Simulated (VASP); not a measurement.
# AlNi (Pm-3m) in VASP: notebook

Runs on AlNi. Level: LDA. Tasks: single point, relaxation of cell and atoms.

All numbers are computed with VASP 6.6.1; they aren't measurements. Logs are shortened: lines on timing, memory, paths and dates and some standing lists are left out, and cuts for length are marked.

## Step 1: The cell of the first run

The structure is cubic, space group Pm-3m (No. 221). The conventional cell has a = 2.915 Å, b = 2.915 Å, c = 2.915 Å, α = 90.00°, β = 90.00°, γ = 90.00°. Within 3.3 Å of Al (site symmetry m-3m) lie 8 Ni at 2.52 Å and 6 Al at 2.91 Å. Ni (site symmetry m-3m) has 8 Al at 2.52 Å and 6 Ni at 2.91 Å within 3.3 Å.

## Step 2: Single point, LDA (12.38 Å³/atom)

INCAR reads:

```
SYSTEM = AlNi
  ALGO = Normal
  EDIFF = 1E-6
  ENCUT = 600
  GGA_COMPAT = .False.
  ISIF = 2
  ISMEAR = 0
  LASPH = .True.
  LCHARG = .False.
  LREAL = .False.
  LWAVE = .False.
  NBANDS = 14
  NELM = 120
  PREC = Accurate
  SIGMA = 0.1
```

KPOINTS reads:

```
k-points
0
Gamma
  14 14 14
  0 0 0
```

POSCAR reads:

```
AlNi
1.0
    2.9149029274      0.0000000000      0.0000000000
    0.0000000000      2.9149029274      0.0000000000
    0.0000000000      0.0000000000      2.9149029274
Al Ni
1 1
Direct
    0.5000000000      0.5000000000      0.5000000000
    0.0000000000      0.0000000000      0.0000000000
```

Potentials or basis: VASP PAW LDA potentials, release 64 (Al, Ni).

Launch:

```
$ cat potpaw_LDA.64/Al/POTCAR potpaw_LDA.64/Ni/POTCAR > POTCAR
$ mpirun -np 1 vasp_std > vasp.out
```

OUTCAR:

```text
SYSTEM = AlNi
   EDIFF = 1E-6
   ENCUT = 600
   ISIF = 2
   ISMEAR = 0
   LASPH = .True.
   LREAL = .False.
   NELM = 120
   PREC = Accurate

 ion  position               nearest neighbor table
   1  0.500  0.500  0.500-   2 2.52   2 2.52   2 2.52   2 2.52   2 2.52   2 2.52   2 2.52   2 2.52

   2  0.000  0.000  0.000-   1 2.52   1 2.52   1 2.52   1 2.52   1 2.52   1 2.52   1 2.52   1 2.52

  LATTYP: Found a simple cubic cell.
 ALAT       =     2.9149029274

  Lattice vectors:

 A1 = (   2.9149029274,   0.0000000000,   0.0000000000)
 A2 = (   0.0000000000,   2.9149029274,   0.0000000000)
 A3 = (   0.0000000000,   0.0000000000,   2.9149029274)

Analysis of symmetry for initial positions (statically):
=====================================================================
 Subroutine PRICEL returns:
 Original cell was already a primitive cell.

 Routine SETGRP: Setting up the symmetry group for a
 simple cubic supercell.

 Subroutine GETGRP returns: Found 48 space group operations
 (whereof 48 operations were pure point group operations)
 out of a pool of 48 trial point group operations.

The static configuration has the point symmetry O_h .

Analysis of symmetry for dynamics (positions and initial velocities):
=====================================================================
 Subroutine PRICEL returns:
 Original cell was already a primitive cell.

 Routine SETGRP: Setting up the symmetry group for a
 simple cubic supercell.

 Subroutine GETGRP returns: Found 48 space group operations
 (whereof 48 operations were pure point group operations)
 out of a pool of 48 trial point group operations.

The dynamic configuration has the point symmetry O_h .

 Subroutine INISYM returns: Found 48 space group operations
 (whereof 48 operations are pure point group operations),
 and found     1 'primitive' translations

----------------------------------------------------------------------------------------

                                     Primitive cell

  volume of cell :      24.7669

  direct lattice vectors                    reciprocal lattice vectors
     2.914902927  0.000000000  0.000000000     0.343064598  0.000000000  0.000000000
     0.000000000  2.914902927  0.000000000     0.000000000  0.343064598  0.000000000
     0.000000000  0.000000000  2.914902927     0.000000000  0.000000000  0.343064598

  length of vectors
     2.914902927  2.914902927  2.914902927     0.343064598  0.343064598  0.343064598

  position of ions in fractional coordinates (direct lattice)
     0.500000000  0.500000000  0.500000000
     0.000000000  0.000000000  0.000000000

[... 83 lines left out ...]
   ISYM   =      2    0-nonsym 1-usesym 2-fastsym
   POTIM  = 0.5000    time-step for ionic-motion
   TEBEG  =    0.0;   TEEND  =   0.0 temperature during run
   PSTRESS=    0.0 pullay stress
   NELECT =      13.0000    total number of electrons
   NUPDOWN=      -1.0000    fix difference up-down
   EMIN   =  10.00;   EMAX   =-10.00  energy-range for DOS
   EFERMI =   0.00;   METHOD = LEGACY
   ISMEAR =     0;   SIGMA  =   0.10  broadening in eV -4-tet -1-fermi 0-gaus
   EFERMI_NEDOS =   21; number of points for ismear=-14 and -15
   IALGO  =     38    algorithm
   IMIX   =      4    mixing-type and parameters
     AMIX     =   0.40;   BMIX     =  1.00
     AMIX_MAG =   1.60;   BMIX_MAG =  1.00
  volume/ion in A,a.u.               =      12.38        83.57
  Fermi-wavevector in a.u.,A,eV,Ry     =   1.320581  2.495537 23.727680  1.743935
  Thomas-Fermi vector in A             =   2.450397
   LORBIT       =      0    0 simple, 1 ext, 2 COOP (PROOUT), +10 PAW based schemes
   GGA     = CA    functional components
   LHFCALC =     F    Hartree Fock is set to
   AEXX    =    0.0000 exact exchange contribution
   IVDW    =     0    specifies the selected vdW correction
   LEPSILON=     F    determine dielectric tensor
   LRPA    =     F    only Hartree local field effects (RPA)
 non-spin polarized calculation
 Gauss-broadening in eV      SIGMA  =   0.10
  energy-cutoff  :      600.00
  volume of cell :       24.77
 maximum number of plane-waves:       846
 NGX is ok and might be reduce to    24
   NGX = 11   NGY = 11   NGZ = 11

 number of electron      13.0000006 magnetization

 Free energy of the ion-electron system (eV)
  ---------------------------------------------------
  ext. energy  EPLUGINS =         0.00000000
  ---------------------------------------------------
  free energy    TOTEN  =       -12.10975177 eV

  energy without entropy =      -12.10468649  energy(sigma->0) =      -12.10721913

 E-fermi :   9.2682     XC(G=0): -12.1309

 val. band max:        9.2498985864   @ k =   0.4286   0.3571   0.2143
 cond. band min:       9.3019078164   @ k =   0.3571   0.2857   0.0714
 fundamental gap:      0.0520092301
 Fermi energy:         9.2682369837

 k-point     1 :       0.0000    0.0000    0.0000
  band No.  band energies     occupation
      1      -1.5369      2.00000
      2       6.2152      2.00000
      3       6.2152      2.00000
      4       7.8002      2.00000
      5       7.8002      2.00000
      6       7.8002      2.00000
      7      14.6168      0.00000
      8      14.6168      0.00000
      9      14.6168      0.00000
     10      17.4076      0.00000
     11      17.4076      0.00000
     12      22.2287      0.00000
     13      29.7006      0.00000
     14      29.7006      0.00000
[... 377 lines left out ...]
      1       1.4245      2.00000
      2       5.2184      2.00000
      3       6.5699      2.00000
      4       7.0669      2.00000
      5       7.2978      2.00000
      6       7.6208      2.00000
      7       9.1781      1.79754
      8      12.9133      0.00000
      9      16.9871      0.00000
     10      18.1537      0.00000
     11      20.5648      0.00000
     12      22.7362      0.00000
     13      25.0368      0.00000
     14      26.4255      0.00000

 [... further k-points ...]
[... 5 lines left out ...]
  --------------------------------------------------------------------------------------
  -------------------------------------------------------------------------------------
  Total       -1.9959383     -1.9959383     -1.9959383     -0.0000000      0.0000000     -0.0000000
  in kB     -129.1175871   -129.1175871   -129.1175871     -0.0000000      0.0000000     -0.0000000
  external PRESSURE =    -129.1175871 kB  Pullay stress =       0.0000000 kB

 VOLUME and BASIS-vectors are now :
 -----------------------------------------------------------------------------
  energy-cutoff  :      600.00
  volume of cell :       24.77
      direct lattice vectors                 reciprocal lattice vectors
     2.914902927  0.000000000  0.000000000     0.343064598  0.000000000  0.000000000
     0.000000000  2.914902927  0.000000000     0.000000000  0.343064598  0.000000000
     0.000000000  0.000000000  2.914902927     0.000000000  0.000000000  0.343064598

 POSITION                                       TOTAL-FORCE (eV/Angst)
 -----------------------------------------------------------------------------------
      1.45745      1.45745      1.45745         0.000000      0.000000      0.000000
      0.00000      0.00000      0.00000         0.000000      0.000000      0.000000
 -----------------------------------------------------------------------------------
    total drift:                                0.000000      0.000000      0.000000

  FREE ENERGIE OF THE ION-ELECTRON SYSTEM (eV)
  ---------------------------------------------------
  free  energy   TOTEN  =       -12.1097517671 eV

  energy  without entropy=      -12.1046864912  energy(sigma->0) =      -12.10721913
```

OSZICAR:

```text
N       E                     dE             d eps       ncg     rms          rms(c)
DAV:   1     0.430108896914E+02    0.43011E+02   -0.60028E+03  3400   0.110E+03
DAV:   2    -0.113920546766E+02   -0.54403E+02   -0.49012E+02  3600   0.190E+02
DAV:   3    -0.134329950369E+02   -0.20409E+01   -0.20170E+01  4182   0.405E+01
DAV:   4    -0.134591790593E+02   -0.26184E-01   -0.26176E-01  4068   0.409E+00
DAV:   5    -0.134598878268E+02   -0.70877E-03   -0.70875E-03  4270   0.738E-01    0.114E+01
DAV:   6    -0.153694081241E+02   -0.19095E+01   -0.44485E+01  3924   0.931E+01    0.154E+01
DAV:   7    -0.121430803208E+02    0.32263E+01   -0.13243E+01  4026   0.563E+01    0.103E+00
DAV:   8    -0.121248001372E+02    0.18280E-01   -0.29405E-01  4250   0.567E+00    0.959E-01
DAV:   9    -0.121100864577E+02    0.14714E-01   -0.44152E-02  4378   0.267E+00    0.173E-01
DAV:  10    -0.121097535705E+02    0.33289E-03   -0.13800E-03  4498   0.502E-01    0.673E-02
DAV:  11    -0.121097523842E+02    0.11864E-05   -0.54453E-05  4692   0.555E-02    0.138E-02
DAV:  12    -0.121097517671E+02    0.61706E-06   -0.15109E-06  3088   0.168E-02
   1 F= -.12109752E+02 E0= -.12107219E+02  d E =-.506528E-02
```

Wall time 35 s (1 thread of Intel Xeon 8259CL, shared host); peak memory 0.17 GiB.

What came out:

```yaml
Free_energy: -12.1098 eV
Pressure: -12.9 GPa
Band_gap_on_the_k_mesh: zero (an odd number of electrons rules out a gap without spin polarisation)
```

Levels at points of the mesh, in eV from the Fermi level:
```
           k point  band 4  band 5  band 6  band 7  band 8  band 9  band 10  band 11
(0.00, 0.00, 0.00)   -1.47   -1.47   -1.47    5.35    5.35    5.35     8.14     8.14
(0.50, 0.00, 0.00)   -2.14   -2.14   -1.38   -0.62    8.36    9.84     9.84    10.51
(0.50, 0.50, 0.00)   -2.70   -1.97   -1.97   -0.96    1.42    2.33    11.78    14.90
(0.50, 0.50, 0.50)   -0.94   -0.94    2.09    2.09    2.09    3.32     4.37     4.37
```

Caveat: the cell stands under tension.

## Step 3: Relaxation of cell and atoms, LDA

This run uses another cell than the first one, of 11.69 Å³/atom.

INCAR reads:

```
PREC     = Accurate       # precision mode
ENCUT    = 600            # plane-wave cutoff, eV
EDIFF    = 1E-7           # SCF threshold, eV
ISMEAR   = 0              # smearing method
SIGMA    = 0.1            # smearing width, eV
LREAL    = False          # projectors in reciprocal space
LASPH    = True           # aspherical terms in the spheres
NELM     = 120            # most SCF steps
ALGO     = Normal         # electronic algorithm
ISIF     = 3              # what is computed and relaxed
LWAVE    = False          # write WAVECAR
LCHARG   = False          # write CHGCAR
GGA      = CA             # functional
IBRION   = 2              # ionic algorithm
NSW      = 100            # ionic steps
EDIFFG   = -0.002         # ionic threshold
GGA_COMPAT= False        
NELMIN   = 4
```

KPOINTS reads:

```
Automatic mesh
0
Gamma
  14 14 14
```

POSCAR reads:

```
AlNi
1.0
    2.8597112900      0.0000000000      0.0000000000
    0.0000000000      2.8597112900      0.0000000000
    0.0000000000      0.0000000000      2.8597112900
Al Ni
1 1
Direct
    0.5000000000      0.5000000000      0.5000000000
    0.0000000000      0.0000000000      0.0000000000
```

Potentials or basis: VASP PAW LDA potentials, release 64 (Al, Ni).

Launch:

```
$ cat potpaw_LDA.64/Al/POTCAR potpaw_LDA.64/Ni/POTCAR > POTCAR
$ mpirun -np 1 vasp_std > vasp.out
```

Run time: 91 s. Hardware: 1 thread of Intel Xeon 8259CL, shared host; peak memory 0.17 GiB.

The run converged. Its results:

```yaml
Free_energy: -12.1972 eV
Relaxed_volume: 11.38 Å³/atom
Relaxed_cell: a = 2.834 Å, b = 2.834 Å, c = 2.834 Å, α = 90.00°, β = 90.00°, γ = 90.00°
Space_group_after_relaxing_to_0.1_Å: Pm-3m (No. 221)
Energy_gained_by_relaxing: 4.7 meV/atom
Ionic_steps: 6
Pressure_after_relaxing: 0.0 GPa
Band_gap_on_the_k_mesh: zero (an odd number of electrons rules out a gap without spin polarisation)
```

The path:
```
step  energy change (eV)  largest force (eV/Å)  pressure (GPa)  volume (Å³)
   1              0.0000                0.0000           -4.75        23.39
   2             -0.0020                0.0000            4.56        22.23
   3             -0.0094                0.0000           -0.04        22.77
   4             -0.0094                0.0000            0.07        22.75
   5             -0.0094                0.0000           -0.04        22.77
   6             -0.0094                0.0000            0.00        22.76
```

Final structure:
```
CELL_PARAMETERS angstrom
2.83407 0.00000 0.00000
0.00000 2.83407 0.00000
0.00000 0.00000 2.83407
ATOMIC_POSITIONS crystal
Al 0.50000 0.50000 0.50000
Ni 0.00000 0.00000 0.00000
```

Levels at points of the mesh, in eV from the Fermi level:
```tsv
k point	band 5	band 6	band 7	band 8	band 9	band 10
(0.00, 0.00, 0.00)	-1.64	-1.64	5.71	5.71	5.71	8.41
(0.50, 0.00, 0.00)	-2.39	-1.54	-0.67	8.45	10.25	10.25
(0.50, 0.50, 0.00)	-2.22	-2.22	-1.07	1.58	2.74	12.71
(0.50, 0.50, 0.50)	-1.04	2.02	2.02	2.02	4.07	4.74
```

Spin polarisation is off, so any magnetic state and its effect on volume and gap are missing.

The gap in the log of VASP goes by the Fermi energy; the results here count the filled bands.